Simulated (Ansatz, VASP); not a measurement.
## One calculation of GaN, two programs

```
Ga N
1.0
     0.00000    1.98584    1.98584
     1.98584    0.00000    1.98584
     1.98584    1.98584    0.00000
Ga N
1 1
Direct
  0.50000 0.50000 0.50000
  0.00000 0.00000 0.00000
```

Change from the starting cell: volume scaled by 0.99, crystal datasets.

Alike in both runs: task electric field gradients; functional PBEsol; k mesh 13 × 13 × 13; occupations fermi-dirac, width 0.02 eV; no spin polarisation.

|  | VASP | Ansatz |
| --- | --- | --- |
| version | VASP 6.6.1 | Ansatz 0.2.0 |
| potentials or method | VASP PAW PBE potentials, release 64 (Ga_d, N), cutoff 520 eV | all-electron PAW with datasets made for the crystal, scalar-relativistic |

```tsv
	VASP	Ansatz	Ansatz less VASP
gap on the k mesh at the Fermi level (eV)	1.89	1.90	+0.013
pressure (GPa)	64.3	63.6	-0.69
```

VASP's potentials were made for PBE, not for PBEsol. Both programs put the cell under a high pressure, so it lies far from rest at this level. Ansatz ran all-electron here, and VASP with PAW potentials.

Noted on VASP's run: the cell as given lies far from equilibrium.
